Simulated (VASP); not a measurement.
# Rh in VASP: notebook

The runs below take Rh through single point, with r2SCAN.

All numbers are computed with VASP 6.6.1; they aren't measurements. Logs are shortened: lines on timing, memory, paths and dates and some standing lists are left out, and cuts for length are marked.

## 1. The cell of the first run

Symmetry: Immm, No. 71, orthorhombic system. The conventional cell has a = 2.681 Å, b = 2.741 Å, c = 3.771 Å, α = 90.00°, β = 90.00°, γ = 90.00°. Rh (site symmetry mmm) has 12 Rh at 2.68 to 2.74 Å within 3.5 Å.

## 2. Single point, r2SCAN (uniaxial strain along a: +2.0 %, then relaxed in part)

Input file POSCAR:

```
Rh
1.0
    1.9379711378      1.9379711378      0.0000000000
   -1.8960790030      1.8960790030      0.0000000000
    0.0000000000      0.0000000000      3.7706419233
Rh
2
Direct
    0.0000000000      0.0000000000      0.0000000000
    0.5000000000      0.5000000000      0.5000000000
```

Input file INCAR.step1:

```
ALGO = Normal
EDIFF = 1E-4
ENCUT = 520
GGA = PE
ISMEAR = 0
LASPH = True
LCHARG = False
LREAL = False
LWAVE = True
NBANDS = 22
NELM = 60
PREC = Accurate
SIGMA = 0.1
```

Input file INCAR.step2:

```
ALGO = Normal
EDIFF = 1E-6
ENCUT = 520
ISIF = 2
ISMEAR = 0
ISTART = 1
LASPH = True
LCHARG = False
LMIXTAU = True
LREAL = False
LWAVE = False
METAGGA = R2SCAN
NBANDS = 22
NELM = 60
PREC = Accurate
SIGMA = 0.1
```

Input file KPOINTS:

```
k-points
0
Gamma
  20 20 14
```

Potentials or basis: VASP PAW PBE potentials, release 64 (Rh_pv).

Started as:

```
$ cat potpaw_PBE.64/Rh_pv/POTCAR > POTCAR
$ cp INCAR.step1 INCAR
$ mpirun -np 1 vasp_std > vasp.out
$ cp INCAR.step2 INCAR
$ mpirun -np 1 vasp_std > vasp.out
```

OUTCAR:

```text
EDIFF = 1E-6
   ENCUT = 520
   ISIF = 2
   ISMEAR = 0
   ISTART = 1
   LASPH = True
   LREAL = False
   METAGGA = R2SCAN
   NELM = 60
   PREC = Accurate

 ion  position               nearest neighbor table
   1  0.000  0.000  0.000-   2 2.69   2 2.69   2 2.69   2 2.69   2 2.69   2 2.69   2 2.69   2 2.69

   2  0.500  0.500  0.500-   1 2.69   1 2.69   1 2.69   1 2.69   1 2.69   1 2.69   1 2.69   1 2.69

  LATTYP: Found a simple orthorhombic cell.
 ALAT       =     2.6814606414
 B/A-ratio  =     1.0220940872
 C/A-ratio  =     1.4061895465

  Lattice vectors:

 A1 = (   1.8960790030,  -1.8960790030,   0.0000000000)
 A2 = (   1.9379711378,   1.9379711378,   0.0000000000)
 A3 = (   0.0000000000,   0.0000000000,   3.7706419233)

Analysis of symmetry for initial positions (statically):
=====================================================================
 Subroutine PRICEL returns following result:

  LATTYP: Found a body centered orthorhombic cell.
 ALAT       =     2.6814606414
 B/A-ratio  =     1.0220940872
 C/A-ratio  =     1.4061895465

  Lattice vectors:

 A1 = (   1.9170250704,   0.0209460674,  -1.8853209617)
 A2 = (  -1.9170250704,  -0.0209460674,  -1.8853209616)
 A3 = (   0.0209460674,   1.9170250704,   1.8853209616)

   2 primitive cells build up your supercell.

 Routine SETGRP: Setting up the symmetry group for a
 simple orthorhombic supercell.

 Subroutine GETGRP returns: Found  8 space group operations
 (whereof  8 operations were pure point group operations)
 out of a pool of  8 trial point group operations.

The static configuration has the point symmetry D_2h.

Analysis of symmetry for dynamics (positions and initial velocities):
=====================================================================
 Subroutine PRICEL returns following result:

  LATTYP: Found a body centered orthorhombic cell.
 ALAT       =     2.6814606414
 B/A-ratio  =     1.0220940872
 C/A-ratio  =     1.4061895465

  Lattice vectors:

 A1 = (   1.9170250704,   0.0209460674,  -1.8853209617)
 A2 = (  -1.9170250704,  -0.0209460674,  -1.8853209616)
 A3 = (   0.0209460674,   1.9170250704,   1.8853209616)

   2 primitive cells build up your supercell.

 Routine SETGRP: Setting up the symmetry group for a
 simple orthorhombic supercell.

 Subroutine GETGRP returns: Found  8 space group operations
 (whereof  8 operations were pure point group operations)
 out of a pool of  8 trial point group operations.

The dynamic configuration has the point symmetry D_2h.

 Subroutine INISYM returns: Found  8 space group operations
 (whereof  8 operations are pure point group operations),
 and found     2 'primitive' translations

----------------------------------------------------------------------------------------

                                     Primitive cell

  volume of cell :      13.8554

  direct lattice vectors                    reciprocal lattice vectors
     1.917025070  0.020946067 -1.885320962     0.258001778  0.258001778 -0.265206832
    -1.917025070 -0.020946067 -1.885320962    -0.263702092  0.263702092 -0.265206832
     0.020946067  1.917025070  1.885320962    -0.005700314  0.521703871  0.000000000

  length of vectors
     2.688839710  2.688839710  2.688839710     0.451070393  0.457615833  0.521735011

  position of ions in fractional coordinates (direct lattice)
     0.000000000  0.000000000  0.000000000

  ion indices of the primitive-cell ions
   primitive index   ion index
                 1           1

----------------------------------------------------------------------------------------

 KPOINTS: k-points

Automatic generation of k-mesh.
 Grid dimensions read from file:
 generate k-points for:   20   20   14

 Generating k-lattice:

  Cartesian coordinates                     Fractional coordinates (reciprocal lattice)
     0.012900089  0.012900089  0.000000000     0.050000000  0.000000000  0.000000000
    -0.013185105  0.013185105  0.000000000     0.000000000  0.050000000  0.000000000
     0.000000000  0.000000000  0.018943345     0.000000000  0.000000000  0.071428571

  Length of vectors
     0.018243481  0.018646554  0.018943345

  Shift w.r.t. Gamma in fractional coordinates (k-lattice)
     0.000000000  0.000000000  0.000000000

 Subroutine IBZKPT returns following result:
 ===========================================

 Found    968 irreducible k-points:

 Following reciprocal coordinates:
            Coordinates               Weight
  0.000000  0.000000  0.000000      1.000000
  0.050000  0.000000  0.000000      2.000000
  0.100000  0.000000  0.000000      2.000000
  0.150000  0.000000  0.000000      2.000000
  0.200000  0.000000  0.000000      2.000000
  0.250000  0.000000  0.000000      2.000000
[... 16 lines left out ...]
  0.000000  0.100000  0.000000      2.000000
  0.050000  0.100000  0.000000      4.000000
 [... further k-points ...]
   k-points           NKPTS =    968   k-points in BZ     NKDIM =    968   number of bands    NBANDS=     22
   number of dos      NEDOS =    301   number of ions     NIONS =      2
   total plane-waves  NPLWV =  11200
   dimension x,y,z NGX =    20 NGY =   20 NGZ =   28
   dimension x,y,z NGXF=    40 NGYF=   40 NGZF=   56
   ions per type =               2
   NGX,Y,Z   is equivalent  to a cutoff of  12.13, 12.40, 12.35 a.u.
   NGXF,Y,Z  is equivalent  to a cutoff of  24.26, 24.80, 24.69 a.u.
 SYSTEM =  unknown system
   PREC   = accura    normal or accurate (medium, high low for compatibility)
   ISTART =      1    job   : 0-new  1-cont  2-samecut
   ICHARG =      0    charge: 1-file 2-atom 10-const
   ISPIN  =      1    spin polarized calculation?
   LNONCOLLINEAR =      F non collinear calculations
   LSORBIT =      F    spin-orbit coupling
   LASPH  =      T    aspherical Exc in radial PAW
   ENCUT  =  520.0 eV  38.22 Ry    6.18 a.u.   5.10  4.99  7.01*2*pi/ulx,y,z
   NELM   =     60;   NELMIN=  2; NELMDL=  0     # of ELM steps
   EDIFF  = 0.1E-05   stopping-criterion for ELM
   LREAL  =      F    real-space projection
   EDIFFG = 0.1E-04   stopping-criterion for IOM
   NSW    =      0    number of steps for IOM
   IBRION =     -1    ionic relax: 0-MD 1-quasi-New 2-CG
   NFREE  =      0    steps in history (QN), initial steepest desc. (CG)
   ISIF   =      2    stress and relaxation
   ISYM   =      2    0-nonsym 1-usesym 2-fastsym
   POTIM  = 0.5000    time-step for ionic-motion
   TEBEG  =    0.0;   TEEND  =   0.0 temperature during run
   PSTRESS=    0.0 pullay stress
   NELECT =      30.0000    total number of electrons
   NUPDOWN=      -1.0000    fix difference up-down
   EMIN   =  10.00;   EMAX   =-10.00  energy-range for DOS
   EFERMI =   0.00;   METHOD = LEGACY
   ISMEAR =     0;   SIGMA  =   0.10  broadening in eV -4-tet -1-fermi 0-gaus
   EFERMI_NEDOS =   21; number of points for ismear=-14 and -15
   IALGO  =     38    algorithm
   IMIX   =      4    mixing-type and parameters
     AMIX     =   0.40;   BMIX     =  1.00
     AMIX_MAG =   1.60;   BMIX_MAG =  1.00
  volume/ion in A,a.u.               =      13.86        93.50
  Fermi-wavevector in a.u.,A,eV,Ry     =   1.680992  3.176614 38.446434  2.825733
  Thomas-Fermi vector in A             =   2.764628
   LORBIT       =      0    0 simple, 1 ext, 2 COOP (PROOUT), +10 PAW based schemes
   METAGGA = R2SCAN    functional components
   LHFCALC =     F    Hartree Fock is set to
   AEXX    =    0.0000 exact exchange contribution
   IVDW    =     0    specifies the selected vdW correction
   LEPSILON=     F    determine dielectric tensor
   LRPA    =     F    only Hartree local field effects (RPA)
 non-spin polarized calculation
 Gauss-broadening in eV      SIGMA  =   0.10
  energy-cutoff  :      520.00
  volume of cell :       27.71
 maximum number of plane-waves:       768
   NGX = 11   NGY =  9   NGZ = 15

 number of electron      30.0000018 magnetization

 Free energy of the ion-electron system (eV)
  ---------------------------------------------------
  ext. energy  EPLUGINS =         0.00000000
  ---------------------------------------------------
  free energy    TOTEN  =       -48.26948193 eV

  energy without entropy =      -48.25709975  energy(sigma->0) =      -48.26329084

 E-fermi :  11.5881     XC(G=0): -15.1459

 val. band max:       11.5880854654   @ k =   0.1000   0.0000   0.0714
 cond. band min:      11.5892943772   @ k =   0.3000   0.2000   0.1429
 fundamental gap:      0.0012089118
 Fermi energy:        11.5881247324

 k-point     1 :       0.0000    0.0000    0.0000
  band No.  band energies     occupation
      1     -36.8958      2.00000
      2     -36.4904      2.00000
      3     -36.4649      2.00000
      4     -36.1851      2.00000
      5     -36.1796      2.00000
      6     -36.1704      2.00000
[... 14 lines left out ...]
     21      25.7726      0.00000
     22      28.3132      0.00000

 k-point     2 :       0.0500    0.0000    0.0000
  band No.  band energies     occupation
      1     -36.8907      2.00000
      2     -36.4971      2.00000
      3     -36.4625      2.00000
      4     -36.1958      2.00000
      5     -36.1807      2.00000
      6     -36.1741      2.00000
[... 14 lines left out ...]
     21      25.9161      0.00000
     22      28.4066      0.00000

 k-point     3 :       0.1000    0.0000    0.0000
  band No.  band energies     occupation
      1     -36.8754      2.00000
      2     -36.5165      2.00000
      3     -36.4553      2.00000
      4     -36.2269      2.00000
      5     -36.1852      2.00000
      6     -36.1839      2.00000
[... 14 lines left out ...]
     21      26.3357      0.00000
     22      28.6729      0.00000
[... 476 lines left out ...]
 k-point    23 :       0.0000    0.1000    0.0000
  band No.  band energies     occupation
      1     -36.8745      2.00000
      2     -36.4997      2.00000
      3     -36.4795      2.00000
      4     -36.2292      2.00000
      5     -36.1890      2.00000
      6     -36.1843      2.00000
[... 14 lines left out ...]
     21      25.5288      0.00000
     22      28.7291      0.00000

 k-point    24 :       0.0500    0.1000    0.0000
  band No.  band energies     occupation
      1     -36.8696      2.00000
      2     -36.5039      2.00000
      3     -36.4798      2.00000
      4     -36.2344      2.00000
      5     -36.1953      2.00000
      6     -36.1878      2.00000
[... 14 lines left out ...]
     21      25.2830      0.00000
     22      28.8230      0.00000

 [... further k-points ...]

------------------------ aborting loop because EDIFF is reached ----------------------------------------

  FORCE on cell =-STRESS in cart. coord.  units (eV):
  Direction    XX          YY          ZZ          XY          YZ          ZX
  --------------------------------------------------------------------------------------
  -------------------------------------------------------------------------------------
  Total       -0.4729801     -0.4729801      0.2008746     -0.6804212      0.0000000      0.0000000
  in kB      -27.3466666    -27.3466666     11.6141277    -39.3404594      0.0000000      0.0000000
  external PRESSURE =     -14.3597352 kB  Pullay stress =       0.0000000 kB

 VOLUME and BASIS-vectors are now :
 -----------------------------------------------------------------------------
  energy-cutoff  :      520.00
  volume of cell :       27.71
      direct lattice vectors                 reciprocal lattice vectors
     1.937971138  1.937971138  0.000000000     0.258001778  0.258001778  0.000000000
    -1.896079003  1.896079003  0.000000000    -0.263702092  0.263702092  0.000000000
     0.000000000  0.000000000  3.770641923     0.000000000  0.000000000  0.265206832

 POSITION                                       TOTAL-FORCE (eV/Angst)
 -----------------------------------------------------------------------------------
      0.00000      0.00000      0.00000         0.000000      0.000000      0.000000
      0.02095      1.91703      1.88532        -0.000000     -0.000000     -0.000000
 -----------------------------------------------------------------------------------
    total drift:                               -0.000000      0.000000      0.000000

  FREE ENERGIE OF THE ION-ELECTRON SYSTEM (eV)
  ---------------------------------------------------
  free  energy   TOTEN  =       -48.2694819260 eV

  energy  without entropy=      -48.2570997519  energy(sigma->0) =      -48.26329084
```

Run time: 9.8 min. Hardware: 1 thread of Intel Xeon 6975P-C (Granite Rapids), shared host; peak memory 0.51 GiB.

Results:

| Quantity | Value |
| --- | --- |
| Free energy | -48.2695 eV |
| Pressure | -1.4 GPa |
| Band gap on the k mesh | zero (bands 15 and 16 overlap by 2.55 eV) |

Stress tensor (GPa, compression positive):
```
-2.73 -3.93  0.00
-3.93 -2.73  0.00
 0.00  0.00  1.16
```

Caveat: the cell differs from its parent crystal (uniaxial strain along a: +2.0 %, then relaxed in part); the PAW data sets were made with another functional, which shifts forces and pressure a little.

## 3. Single point, r2SCAN (uniaxial strain along a: -1.0 %, then relaxed in part)

Input file POSCAR:

```
Rh
1.0
    1.8809719867      1.8809719867      0.0000000000
   -1.9008949116      1.9008949116      0.0000000000
    0.0000000000      0.0000000000      3.8174499632
Rh
2
Direct
    0.0000000000      0.0000000000      0.0000000000
    0.5000000000      0.5000000000      0.5000000000
```

Input file INCAR.step1:

```
PREC     = Accurate       # precision mode
ENCUT    = 520            # plane-wave cutoff, eV
ISMEAR   = 0              # smearing method
SIGMA    = 0.1            # smearing width, eV
LREAL    = F              # projectors in reciprocal space
LASPH    = T              # aspherical terms in the spheres
NELM     = 80             # most SCF steps
NBANDS   = 22             # bands
GGA      = PE             # functional
ALGO     = Normal         # electronic algorithm
EDIFF    = 1E-4           # SCF threshold, eV
LWAVE    = T              # write WAVECAR
LCHARG   = F              # write CHGCAR
```

Input file INCAR.step2:

```
PREC     = Accurate       # precision mode
ENCUT    = 520            # plane-wave cutoff, eV
EDIFF    = 1E-6           # SCF threshold, eV
ISMEAR   = 0              # smearing method
SIGMA    = 0.1            # smearing width, eV
LREAL    = F              # projectors in reciprocal space
LASPH    = T              # aspherical terms in the spheres
NELM     = 80             # most SCF steps
ALGO     = Normal         # electronic algorithm
ISIF     = 2              # what is computed and relaxed
LWAVE    = F              # write WAVECAR
LCHARG   = F              # write CHGCAR
METAGGA  = R2SCAN         # meta-GGA
LMIXTAU  = T            
NBANDS   = 22             # bands
ISTART   = 1
```

Input file KPOINTS:

```
Automatic mesh
0
Gamma
  20 20 14
```

Potentials or basis: VASP PAW PBE potentials, release 64 (Rh_pv).

Started as:

```
$ cat potpaw_PBE.64/Rh_pv/POTCAR > POTCAR
$ cp INCAR.step1 INCAR
$ mpirun -np 1 vasp_std > vasp.out
$ cp INCAR.step2 INCAR
$ mpirun -np 1 vasp_std > vasp.out
```

OUTCAR:

```text
PREC = Accurate
   ENCUT = 520
   EDIFF = 1E-6
   ISMEAR = 0
   LREAL = F
   LASPH = T
   NELM = 80
   ISIF = 2
   METAGGA = R2SCAN
   ISTART = 1

 ion  position               nearest neighbor table
   1  0.000  0.000  0.000-   2 2.69   2 2.69   2 2.69   2 2.69   2 2.69   2 2.69   2 2.69   2 2.69

   2  0.500  0.500  0.500-   1 2.69   1 2.69   1 2.69   1 2.69   1 2.69   1 2.69   1 2.69   1 2.69

  LATTYP: Found a simple orthorhombic cell.
 ALAT       =     2.6600960940
[... 813 lines left out ...]
 [... further k-points ...]

------------------------ aborting loop because EDIFF is reached ----------------------------------------

  FORCE on cell =-STRESS in cart. coord.  units (eV):
  Direction    XX          YY          ZZ          XY          YZ          ZX
  --------------------------------------------------------------------------------------
  -------------------------------------------------------------------------------------
  Total        0.5848836      0.5848836      0.2084306      0.3793534      0.0000000      0.0000000
  in kB       34.3270294     34.3270294     12.2328677     22.2643917      0.0000000      0.0000000
  external PRESSURE =      26.9623089 kB  Pullay stress =       0.0000000 kB

 VOLUME and BASIS-vectors are now :
 -----------------------------------------------------------------------------
  energy-cutoff  :      520.00
  volume of cell :       27.30
      direct lattice vectors                 reciprocal lattice vectors
     1.880971987  1.880971987  0.000000000     0.265820014  0.265820014  0.000000000
    -1.900894912  1.900894912  0.000000000    -0.263034004  0.263034004  0.000000000
     0.000000000  0.000000000  3.817449963     0.000000000  0.000000000  0.261954972

 POSITION                                       TOTAL-FORCE (eV/Angst)
 -----------------------------------------------------------------------------------
      0.00000      0.00000      0.00000        -0.000000     -0.000000      0.000000
     -0.00996      1.89093      1.90872         0.000000      0.000000     -0.000000
 -----------------------------------------------------------------------------------
    total drift:                               -0.000000      0.000000      0.000000

  FREE ENERGIE OF THE ION-ELECTRON SYSTEM (eV)
  ---------------------------------------------------
  free  energy   TOTEN  =       -48.2766376130 eV

  energy  without entropy=      -48.2649400243  energy(sigma->0) =      -48.27078882
```

Run time: 40 min. Hardware: 1 thread of Intel Xeon 8259CL, shared host; peak memory 0.48 GiB.

What came out:

```yaml
Free_energy: -48.2766 eV
Pressure: 2.7 GPa
Band_gap_on_the_k_mesh: zero (bands 15 and 16 overlap by 2.59 eV)
```

Levels at points of the mesh, in eV from the Fermi level:
```
           k point  band 11  band 12  band 13  band 14  band 15  band 16  band 17  band 18  band 19  band 20
(0.00, 0.00, 0.00)    -3.24    -3.10    -1.14    -1.02     0.53     1.05     1.06     3.36    12.79    13.96
(0.50, 0.00, 0.00)    -3.56    -3.56    -2.08    -2.08    -1.12    -1.12     3.42     3.42    14.02    14.02
(0.00, 0.50, 0.00)    -3.63    -3.63    -1.93    -1.93    -1.07    -1.07     3.22     3.22    13.91    13.91
(0.50, 0.50, 0.00)     0.52     0.52     1.02     1.02     1.12     1.12     3.57     3.57    13.06    13.06
(0.00, 0.00, 0.50)    -2.07    -2.07    -1.52    -1.52    -1.43    -1.43    -0.28    -0.28    17.38    17.38
(0.50, 0.00, 0.50)    -3.32    -3.32     0.55     0.55     0.67     0.67     0.96     0.96     9.25     9.25
(0.00, 0.50, 0.50)    -3.20    -3.20     0.58     0.58     0.59     0.59     0.84     0.84     9.08     9.08
(0.50, 0.50, 0.50)    -3.92    -3.92    -1.30    -1.30     1.12     1.12    10.14    10.14    10.17    10.17
```

Caveat: the cell differs from its parent crystal (uniaxial strain along a: -1.0 %, then relaxed in part); the PAW data sets were made with another functional, which shifts forces and pressure a little.

(Continued in part 2 of 2.)
